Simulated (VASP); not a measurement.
Crystal: HfN.

```
CELL_PARAMETERS angstrom
0.00000 2.40471 2.40471
2.40471 0.00000 2.40471
2.40471 2.40471 0.00000
ATOMIC_POSITIONS crystal
Hf 0.00000 0.00000 0.00000
N 0.25000 0.25000 0.25000
```

This cell differs from its parent crystal: volume scaled by 0.94.

Base run:

```yaml
Program: VASP 6.6.1
Functional: PBEsol
Potentials_or_basis: VASP PAW PBE potentials, release 64 (Hf_pv, N)
Cutoff: 520 eV
k_mesh: 9 × 9 × 9
Occupations: fermi-dirac, width 0.05 eV
Spin: no spin polarisation
```

Its results: pressure 7.0 GPa.

Q: The run is repeated on the same cell with these changes: functional from PBEsol to r2SCAN. What comes out?

A: Pressure 10.1 GPa.

Caveats: the PAW data sets were made with another functional, which shifts forces and pressure a little.
